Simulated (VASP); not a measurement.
Here is a VASP 6.6.1 calculation.

The input INCAR:

```
ALGO = Normal
EDIFF = 1E-6
EDIFFG = -0.025
ENCUT = 600
GGA = PE
IBRION = 2
ISIF = 3
ISMEAR = 0
LASPH = True
LCHARG = False
LREAL = False
LWAVE = False
NELM = 80
NSW = 80
PREC = Accurate
SIGMA = 0.1
```

KPOINTS

```
k-points
0
Gamma
  4 2 2
```

File POSCAR:

```
CdS
1.0
   -1.9679710228      3.3458138747     -0.0657319012
    0.0490437169     -0.0984769638      6.7630570998
    5.7621367927      3.2639593038     -0.0070146352
Cd S
4 4
Direct
    0.4733684080      0.9924350898      0.5035245917
    0.0019551911      0.9873741532      0.0000120368
    0.9880633367      0.5062401231     -0.0089739287
    0.5121268114      0.5110703338      0.4958915072
    0.4940143497      0.2518956915      0.1712080484
    1.0027442179      0.2462529426      0.6714863782
    1.0138223561      0.7521214757      0.3281423472
    0.5139053293      0.7526101904      0.8387090192
```

Potentials or basis: VASP PAW PBE potentials, release 64 (Cd, S).

Launch:

```bash
$ cat potpaw_PBE.64/Cd/POTCAR potpaw_PBE.64/S/POTCAR > POTCAR
$ mpirun -np 1 vasp_std > vasp.out
```

Estimate the band gap on the k mesh.

0.51 eV.

Predict the space group after relaxing (to 0.1 Å).

C2/c (No. 15).

Estimate the relaxed volume.

21.20 Å³/atom.

Step by step:
```
step  energy change (eV)  largest force (eV/Å)  pressure (GPa)  volume (Å³)
   1              0.0000                0.7582           -1.42       173.78
   2             -0.1527                0.4401            0.41       168.94
   3             -0.1744                0.2881            1.56       166.44
   4             -0.2096                0.1294           -0.18       170.35
   5             -0.2096                0.1282           -0.17       170.28
   6             -0.2133                0.1121           -0.06       170.01
   7             -0.2190                0.0735            0.23       169.20
   8             -0.2213                0.0451           -0.26       170.26
   9             -0.2213                0.0455           -0.24       170.21
  10             -0.2230                0.0456           -0.07       169.77
  11             -0.2232                0.0492           -0.02       169.63
  12             -0.2240                0.0288            0.05       169.44
  13             -0.2243                0.0341            0.15       169.22
  14             -0.2247                0.0332           -0.03       169.61
  15             -0.2247                0.0333           -0.06       169.67
  16             -0.2249                0.0234           -0.04       169.64
```

Caveat: the k points lie up to 0.49 Å⁻¹ apart in the final cell.
